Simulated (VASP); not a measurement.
A run of VASP 6.6.1 is set up as follows.

Contents of INCAR:

```
SYSTEM = Si2Ge3
PREC = Accurate
ENCUT = 600
EDIFF = 1E-7
ISMEAR = 0
SIGMA = 0.2
LREAL = .False.
LASPH = .True.
NELM = 80
ALGO = Normal
ISIF = 3
LWAVE = .False.
LCHARG = .False.
GGA = PE
IBRION = 2
NSW = 36
EDIFFG = -0.08
```

File KPOINTS:

```
regular mesh
0
Gamma
  4 4 4
  0 0 0
```

The input POSCAR:

```
Si2Ge3
1.0
   -4.3950000000      4.3950000000      2.7800000000
    4.3950000000     -4.3950000000      2.7800000000
    4.3950000000      4.3950000000     -2.7800000000
Si Ge
4 6
Direct
    0.6000000000      0.8000000000      0.4000000000
    0.4000000000      0.2000000000      0.6000000000
    0.2000000000      0.6000000000      0.8000000000
    0.8000000000      0.4000000000      0.2000000000
    0.7500000000      0.2500000000      0.5000000000
    0.3500000000      0.0500000000      0.9000000000
    0.0000000000      0.0000000000      0.0000000000
    0.9500000000      0.8500000000      0.3000000000
    0.1500000000      0.4500000000      0.1000000000
    0.5500000000      0.6500000000      0.7000000000
```

Potentials or basis: VASP PAW PBE potentials, release 64 (Si, Ge_d).

The run is started by

```console
$ cat potpaw_PBE.64/Si/POTCAR potpaw_PBE.64/Ge_d/POTCAR > POTCAR
$ mpirun -np 1 vasp_std > vasp.out
```

**Question.** Predict the band gap on the k mesh.

**Answer.** 0.62 eV, indirect (least direct gap 1.02 eV).

**Question.** Estimate the space group after relaxing (to 0.05 Å).

**Answer.** I-4 (No. 82).

Final structure:
```
Si Ge
1.0
    -4.44776    4.44776    2.81249
     4.44776   -4.44776    2.81249
     4.44776    4.44776   -2.81249
Si Ge
4 6
Direct
  0.59990 0.80043 0.40023
  0.40021 0.19967 0.59977
  0.19957 0.59979 0.79947
  0.80033 0.40010 0.20053
  0.75000 0.25000 0.50000
  0.35652 0.05116 0.89822
  0.00000 0.00000 0.00000
  0.94884 0.84706 0.30536
  0.15294 0.45830 0.10178
  0.54170 0.64348 0.69464
```

 PBE gaps usually lie below the measured ones, often by a third to a half.
